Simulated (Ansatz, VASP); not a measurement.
## Na: VASP beside Ansatz

The input INCAR:

```
SYSTEM = Na
  PREC = Accurate
  ENCUT = 500
  EDIFF = 1E-7
  ISMEAR = -1
  SIGMA = 0.1
  LREAL = .False.
  LASPH = .True.
  NELM = 120
  ALGO = Normal
  ISIF = 3
  LWAVE = .False.
  LCHARG = .False.
  GGA = PE
  IBRION = 2
  NSW = 80
  EDIFFG = -0.01
  GGA_COMPAT = .False.
  NELMIN = 4
```

Contents of KPOINTS:

```
regular mesh
0
Gamma
  11 11 11
  0 0 0
```

POSCAR

```
Na
1.0
   -2.1125000000      2.1125000000      2.1125000000
    2.1125000000     -2.1125000000      2.1125000000
    2.1125000000      2.1125000000     -2.1125000000
Na
1
Direct
    0.0000000000      0.0000000000      0.0000000000
```

Input for Ansatz:

```yaml
crystal:
  lattice:
    - [-2.1125, 2.1125, 2.1125]
    - [2.1125, -2.1125, 2.1125]
    - [2.1125, 2.1125, -2.1125]
  atoms:
    - { symbol: Na, position: [0.0, 0.0, 0.0] }
hamiltonian:
  xc: pbe
  pseudopotentials: { kind: paw, azcp: { folder: soft_1 } }
basis:
  ecutwfc: 420
  fft_grid_basis: typed
kpoints:
  mp_grid: { grid: [11, 11, 11], shift: [0, 0, 0] }
magnetization:
  spin_polarized: false
scf:
  occupations: { method: fermi_dirac, width: 0.1 }
relax:
  max_steps: 60
  f_tol: 0.01
  cell: {}
```

Alike in both runs: task relaxation of cell and atoms; functional PBE; k mesh 11 × 11 × 11; occupations fermi-dirac, width 0.1 eV; no spin polarisation.

|  | VASP | Ansatz |
| --- | --- | --- |
| version | VASP 6.6.1 | Ansatz 0.2.0 |
| potentials or method | VASP PAW PBE potentials, release 64 (Na_pv), cutoff 500 eV | plane waves (420 eV) with PAW (set soft_1), scalar-relativistic |
| valence electrons in the cell | 7 | 9 |

```tsv
	VASP	Ansatz	Ansatz less VASP
relaxed volume (Å³/atom)	36.87	36.98	+0.105
relaxed cell length with the largest relative difference (Å)	3.632	3.635	+0.0034
```

VASP's potentials hold 7 valence electrons a cell and Ansatz's 9, so a difference there can come from the potentials and not from the codes.
